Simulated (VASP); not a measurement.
## TaN (rocksalt type): single point with LDA

TaN (rocksalt type):

```
Ta N
1.0
     0.00000    2.08331    2.08331
     2.08331    0.00000    2.08331
     2.08331    2.08331    0.00000
Ta N
1 1
Direct
  0.00000 0.00000 0.00000
  0.50000 0.50000 0.50000
```

| Quantity | Value |
| --- | --- |
| Program | VASP 6.6.1 |
| Task | single point |
| Functional | LDA |
| Potentials or basis | VASP PAW LDA potentials, release 64 (Ta_pv, N) |
| Cutoff | 520 eV |
| k mesh | 15 × 15 × 15 |
| Occupations | fermi-dirac, width 0.05 eV |
| Spin | no spin polarisation |

The pressure is 67.1 GPa and the band gap on the k mesh is zero (bands 8 and 9 overlap by 4.95 eV).

Levels at points of the mesh, in eV from the Fermi level:
```tsv
k point	band 5	band 6	band 7	band 8	band 9	band 10	band 11	band 12
(0.00, 0.00, 0.00)	-4.22	-4.22	-4.22	-2.63	-2.63	-2.63	0.04	0.04
```

Wall time 13 s on 1 thread of Intel(R) Xeon(R) Platinum 8488C (Sapphire Rapids), on a shared host, peak memory 0.15 GiB.

Caveat: the cell stands under pressure; spin-orbit coupling is left out, which moves the levels of the heavy elements.
